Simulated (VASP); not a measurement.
# Mn3Ag (Pm-3m) in VASP: further runs

The runs below take Mn3Ag through single point, relaxation of cell and atoms, with PBE.

Program: VASP 6.6.1. These are calculated values, not measurements. Logs are shortened: lines on timing, memory, paths and dates and some standing lists are left out, and cuts for length are marked.

## (1) The cell of the first run

The structure is cubic, space group Pm-3m (No. 221). The conventional cell has a = 3.941 Å, b = 3.941 Å, c = 3.941 Å, α = 90.00°, β = 90.00°, γ = 90.00°. Mn (site symmetry 4/mmm) has 8 Mn at 2.79 Å and 4 Ag at 2.79 Å within 3.7 Å. Within 3.7 Å of Ag (site symmetry m-3m) lie 12 Mn at 2.79 Å.

## (2) Single point, PBE, collinear spin, ferromagnetic start

Contents of INCAR:

```
SYSTEM = Mn3Ag
PREC = Accurate ; ENCUT = 520
EDIFF = 1E-6 ; ISMEAR = 0
SIGMA = 0.1 ; LREAL = .False.
LASPH = .True. ; NELM = 150
ALGO = Normal ; ISIF = 2
LWAVE = .False. ; LCHARG = .False.
ISPIN = 2 ; MAGMOM = 3.77 3.77 3.77 0.12
LORBIT = 11 ; LMAXMIX = 4
GGA = PE ; NBANDS = 37
```

Contents of KPOINTS:

```
Automatic mesh
0
Gamma
  4 4 4
  0 0 0
```

Contents of POSCAR:

```
Mn3Ag
1.0
    3.9413124304      0.0000000000      0.0000000000
    0.0000000000      3.9413124304      0.0000000000
    0.0000000000      0.0000000000      3.9413124304
Mn Ag
3 1
Direct
    0.0000000000      0.5000000000      0.5000000000
    0.5000000000      0.0000000000      0.5000000000
    0.5000000000      0.5000000000      0.0000000000
    0.0000000000      0.0000000000      0.0000000000
```

Potentials or basis: VASP PAW PBE potentials, release 64 (Mn_pv, Ag).

The run is started by

```console
$ cat potpaw_PBE.64/Mn_pv/POTCAR potpaw_PBE.64/Ag/POTCAR > POTCAR
$ mpirun -np 1 vasp_std > vasp.out
```

OUTCAR:

```text
SYSTEM = Mn3Ag
   PREC = Accurate
   ENCUT = 520
   EDIFF = 1E-6
   ISMEAR = 0
   LREAL = .False.
   LASPH = .True.
   NELM = 150
   ISIF = 2
   ISPIN = 2
   LORBIT = 11
   GGA = PE

 ion  position               nearest neighbor table
   1  0.000  0.500  0.500-   2 2.79   3 2.79   4 2.79   3 2.79   4 2.79   2 2.79   4 2.79   4 2.79
                             2 2.79   3 2.79   3 2.79   2 2.79
   2  0.500  0.000  0.500-   1 2.79   3 2.79   4 2.79   3 2.79   4 2.79   1 2.79   3 2.79   3 2.79
                             1 2.79   4 2.79   4 2.79   1 2.79
   3  0.500  0.500  0.000-   1 2.79   2 2.79   4 2.79   1 2.79   2 2.79   2 2.79   4 2.79   2 2.79
                             1 2.79   4 2.79   1 2.79   4 2.79
   4  0.000  0.000  0.000-   1 2.79   2 2.79   3 2.79   1 2.79   2 2.79   1 2.79   3 2.79   1 2.79
                             2 2.79   3 2.79   2 2.79   3 2.79

  LATTYP: Found a simple cubic cell.
 ALAT       =     3.9413124304

  Lattice vectors:

 A1 = (   3.9413124304,   0.0000000000,   0.0000000000)
 A2 = (   0.0000000000,   3.9413124304,   0.0000000000)
 A3 = (   0.0000000000,   0.0000000000,   3.9413124304)

Analysis of symmetry for initial positions (statically):
=====================================================================
 Subroutine PRICEL returns:
 Original cell was already a primitive cell.

 Routine SETGRP: Setting up the symmetry group for a
 simple cubic supercell.

 Subroutine GETGRP returns: Found 48 space group operations
 (whereof 48 operations were pure point group operations)
 out of a pool of 48 trial point group operations.

The static configuration has the point symmetry O_h .

Analysis of symmetry for dynamics (positions and initial velocities):
=====================================================================
 Subroutine PRICEL returns:
 Original cell was already a primitive cell.

 Routine SETGRP: Setting up the symmetry group for a
 simple cubic supercell.

 Subroutine GETGRP returns: Found 48 space group operations
 (whereof 48 operations were pure point group operations)
 out of a pool of 48 trial point group operations.

The dynamic configuration has the point symmetry O_h .

Analysis of structural, dynamic, and magnetic symmetry:
=====================================================================
 Subroutine PRICEL returns:
 Original cell was already a primitive cell.

 Routine SETGRP: Setting up the symmetry group for a
 simple cubic supercell.

 Subroutine GETGRP returns: Found 48 space group operations
 (whereof 48 operations were pure point group operations)
 out of a pool of 48 trial point group operations.

The overall configuration has the point symmetry O_h .

 Subroutine INISYM returns: Found 48 space group operations
 (whereof 48 operations are pure point group operations),
 and found     1 'primitive' translations

----------------------------------------------------------------------------------------

                                     Primitive cell

  volume of cell :      61.2241

  direct lattice vectors                    reciprocal lattice vectors
     3.941312430  0.000000000  0.000000000     0.253722591  0.000000000  0.000000000
     0.000000000  3.941312430  0.000000000     0.000000000  0.253722591  0.000000000
     0.000000000  0.000000000  3.941312430     0.000000000  0.000000000  0.253722591

  length of vectors
     3.941312430  3.941312430  3.941312430     0.253722591  0.253722591  0.253722591

  position of ions in fractional coordinates (direct lattice)
     0.000000000  0.500000000  0.500000000
     0.500000000  0.000000000  0.500000000
     0.500000000  0.500000000  0.000000000
     0.000000000  0.000000000  0.000000000

  ion indices of the primitive-cell ions
   primitive index   ion index
                 1           1
                 2           2
                 3           3
                 4           4

----------------------------------------------------------------------------------------

 KPOINTS: Automatic mesh

Automatic generation of k-mesh.
 Grid dimensions read from file:
 generate k-points for:    4    4    4

 Generating k-lattice:
[... 20 lines left out ...]
  0.250000  0.000000  0.000000      6.000000
  0.500000  0.000000  0.000000      3.000000
  0.250000  0.250000  0.000000     12.000000
  0.500000  0.250000  0.000000     12.000000
  0.500000  0.500000  0.000000      3.000000
  0.250000  0.250000  0.250000      8.000000
  0.500000  0.250000  0.250000     12.000000
  0.500000  0.500000  0.250000      6.000000
  0.500000  0.500000  0.500000      1.000000
   k-points           NKPTS =     10   k-points in BZ     NKDIM =     10   number of bands    NBANDS=     37
   number of dos      NEDOS =    301   number of ions     NIONS =      4
   total plane-waves  NPLWV =  27000
   dimension x,y,z NGX =    30 NGY =   30 NGZ =   30
   dimension x,y,z NGXF=    60 NGYF=   60 NGZF=   60
   ions per type =               3   1
   NGX,Y,Z   is equivalent  to a cutoff of  12.65, 12.65, 12.65 a.u.
   NGXF,Y,Z  is equivalent  to a cutoff of  25.31, 25.31, 25.31 a.u.
 SYSTEM =  Mn3Ag
   PREC   = accura    normal or accurate (medium, high low for compatibility)
   ISTART =      0    job   : 0-new  1-cont  2-samecut
   ICHARG =      2    charge: 1-file 2-atom 10-const
   ISPIN  =      2    spin polarized calculation?
   LNONCOLLINEAR =      F non collinear calculations
   LSORBIT =      F    spin-orbit coupling
   LASPH  =      T    aspherical Exc in radial PAW
   ENCUT  =  520.0 eV  38.22 Ry    6.18 a.u.   7.33  7.33  7.33*2*pi/ulx,y,z
   NELM   =    150;   NELMIN=  2; NELMDL= -5     # of ELM steps
   EDIFF  = 0.1E-05   stopping-criterion for ELM
   LREAL  =      F    real-space projection
   EDIFFG = 0.1E-04   stopping-criterion for IOM
   NSW    =      0    number of steps for IOM
   IBRION =     -1    ionic relax: 0-MD 1-quasi-New 2-CG
   NFREE  =      0    steps in history (QN), initial steepest desc. (CG)
   ISIF   =      2    stress and relaxation
   ISYM   =      2    0-nonsym 1-usesym 2-fastsym
   POTIM  = 0.5000    time-step for ionic-motion
   TEBEG  =    0.0;   TEEND  =   0.0 temperature during run
   PSTRESS=    0.0 pullay stress
   NELECT =      50.0000    total number of electrons
   NUPDOWN=      -1.0000    fix difference up-down
   EMIN   =  10.00;   EMAX   =-10.00  energy-range for DOS
   EFERMI =   0.00;   METHOD = LEGACY
   ISMEAR =     0;   SIGMA  =   0.10  broadening in eV -4-tet -1-fermi 0-gaus
   EFERMI_NEDOS =   21; number of points for ismear=-14 and -15
   IALGO  =     38    algorithm
   IMIX   =      4    mixing-type and parameters
     AMIX     =   0.40;   BMIX     =  1.00
     AMIX_MAG =   1.60;   BMIX_MAG =  1.00
  volume/ion in A,a.u.               =      15.31       103.29
  Fermi-wavevector in a.u.,A,eV,Ry     =   1.530232  2.891719 31.859541  2.341610
  Thomas-Fermi vector in A             =   2.637743
   LORBIT       =     11    0 simple, 1 ext, 2 COOP (PROOUT), +10 PAW based schemes
   GGA     = PE    functional components
   LHFCALC =     F    Hartree Fock is set to
   AEXX    =    0.0000 exact exchange contribution
   IVDW    =     0    specifies the selected vdW correction
   LEPSILON=     F    determine dielectric tensor
   LRPA    =     F    only Hartree local field effects (RPA)
 spin polarized calculation
 Gauss-broadening in eV      SIGMA  =   0.10
  energy-cutoff  :      520.00
  volume of cell :       61.22
 maximum number of plane-waves:      1671
 NGX is ok and might be reduce to    30
   NGX = 15   NGY = 15   NGZ = 15

 number of electron      49.9999958 magnetization       9.6777464

 number of electron      49.9999956 magnetization      10.8857680

 Free energy of the ion-electron system (eV)
  ---------------------------------------------------
  ext. energy  EPLUGINS =         0.00000000
  ---------------------------------------------------
  free energy    TOTEN  =       -27.81948660 eV

  energy without entropy =      -27.80025693  energy(sigma->0) =      -27.80987177

 E-fermi :   7.6632     XC(G=0): -12.1377

 val. band max:        7.6559387627   @ k =   0.5000   0.5000   0.5000
 cond. band min:       7.7177636345   @ k =   0.5000   0.5000   0.2500
 fundamental gap:      0.0618248718
 Fermi energy:         7.6632061306

 spin component 1

 k-point     1 :       0.0000    0.0000    0.0000
  band No.  band energies     occupation
      1     -41.7321      1.00000
      2     -41.7321      1.00000
      3     -41.7321      1.00000
      4     -41.6669      1.00000
      5     -41.6669      1.00000
      6     -41.6669      1.00000
[... 389 lines left out ...]
     36      12.1979      0.00000
     37      12.1979      0.00000
 Fermi energy:         7.6632061306

 spin component 2

 k-point     1 :       0.0000    0.0000    0.0000
  band No.  band energies     occupation
      1     -38.0023      1.00000
      2     -38.0023      1.00000
      3     -38.0023      1.00000
      4     -37.9080      1.00000
      5     -37.9080      1.00000
      6     -37.9080      1.00000
[... 389 lines left out ...]
     36      14.3550      0.00000
     37      14.3550      0.00000

------------------------ aborting loop because EDIFF is reached ----------------------------------------

  FORCE on cell =-STRESS in cart. coord.  units (eV):
  Direction    XX          YY          ZZ          XY          YZ          ZX
  --------------------------------------------------------------------------------------
  -------------------------------------------------------------------------------------
  Total        0.0053981      0.0053981      0.0053981      0.0000000     -0.0000000     -0.0000000
  in kB        0.1412632      0.1412632      0.1412632      0.0000000     -0.0000000     -0.0000000
  external PRESSURE =       0.1412632 kB  Pullay stress =       0.0000000 kB

 VOLUME and BASIS-vectors are now :
 -----------------------------------------------------------------------------
  energy-cutoff  :      520.00
  volume of cell :       61.22
      direct lattice vectors                 reciprocal lattice vectors
     3.941312430  0.000000000  0.000000000     0.253722591  0.000000000  0.000000000
     0.000000000  3.941312430  0.000000000     0.000000000  0.253722591  0.000000000
     0.000000000  0.000000000  3.941312430     0.000000000  0.000000000  0.253722591

 POSITION                                       TOTAL-FORCE (eV/Angst)
 -----------------------------------------------------------------------------------
      0.00000      1.97066      1.97066         0.000000      0.000000      0.000000
      1.97066      0.00000      1.97066         0.000000      0.000000      0.000000
      1.97066      1.97066      0.00000         0.000000      0.000000      0.000000
      0.00000      0.00000      0.00000         0.000000      0.000000      0.000000
 -----------------------------------------------------------------------------------
    total drift:                                0.000000      0.000000     -0.000000

  FREE ENERGIE OF THE ION-ELECTRON SYSTEM (eV)
  ---------------------------------------------------
  free  energy   TOTEN  =       -27.8194866042 eV

  energy  without entropy=      -27.8002569329  energy(sigma->0) =      -27.80987177

 total charge

# of ion       s       p       d       tot
------------------------------------------
    1        0.309   6.216   4.987  11.513
    2        0.309   6.216   4.987  11.513
    3        0.309   6.216   4.987  11.513
    4        0.519   0.489   9.005  10.012
--------------------------------------------------
tot          1.447  19.137  23.966  44.551

 magnetization (x)

# of ion       s       p       d       tot
------------------------------------------
    1        0.007   0.007   3.501   3.514
    2        0.007   0.007   3.501   3.514
    3        0.007   0.007   3.501   3.514
    4       -0.060  -0.086   0.161   0.015
--------------------------------------------------
tot         -0.041  -0.065  10.663  10.557
```

Run time: 46 s. Hardware: 1 thread of Intel Xeon Platinum 8259CL at 2.50GHz (Skylake/Cascade Lake), shared host; peak memory 0.2 GiB.

Results:

- Free energy: -27.8195 eV
- Pressure: 0.0 GPa
- Net moment: 10.89 μB per cell
- Site moments: Mn +3.51; Ag +0.01 μB
- Valence electrons inside the program's atomic spheres: Mn 11.51; Ag 10.01

Caveat: the k points lie up to 0.40 Å⁻¹ apart.

(Part 1 of 2 ends here.)
